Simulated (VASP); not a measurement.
A run of VASP 6.6.1 is set up as follows.

File INCAR:

```
SYSTEM = Sm2Si
  ALGO = Normal
  EDIFF = 1E-6
  ENCUT = 500
  GGA = PE
  GGA_COMPAT = .False.
  ISIF = 2
  ISMEAR = 0
  LASPH = .True.
  LCHARG = .False.
  LMAXMIX = 6
  LREAL = .False.
  LWAVE = .False.
  NBANDS = 35
  NELM = 200
  PREC = Accurate
  SIGMA = 0.2
```

KPOINTS

```
k-points
0
Gamma
  6 6 2
  0 0 0
```

POSCAR

```
Sm2Si
1.0
    4.0794260992      0.0000000000      0.0000000000
   -2.0397130496      3.5328866348      0.0000000000
    0.0000000000      0.0000000000     13.6560502456
Sm Si
4 2
Direct
    0.3333333333      0.6666666667      0.1202543676
    0.3333333333      0.6666666667      0.6202543676
    0.6666666667      0.3333333333      0.3797456323
    0.6666666667      0.3333333333      0.8797456324
    0.0000000000      0.0000000000      0.0000000000
    0.0000000000      0.0000000000      0.5000000000
```

Potentials or basis: VASP PAW PBE potentials, release 64 (Sm_3, Si), 4f in core.

Command:

```bash
$ cat potpaw_PBE.64/Sm_3/POTCAR potpaw_PBE.64/Si/POTCAR > POTCAR
$ mpirun -np 1 vasp_std > vasp.out
```

Question: What does it give for the band gap on the k mesh?

Answer: Zero (bands 26 and 27 overlap by 0.21 eV).

Question: Predict the largest force.

Answer: 0.010 eV/Å.

Question: What does it give for the pressure?

Answer: 0.2 GPa.

Stress tensor (GPa, compression positive):
```
 0.39  0.00  0.00
 0.00  0.39  0.00
 0.00  0.00 -0.03
```

Caveat: spin-orbit coupling is left out, which moves the levels of the heavy elements; the 4f electrons are frozen in the core, so they carry no moment and show no levels. Spin polarisation is off, so any magnetic state and its effect on volume and gap are missing.
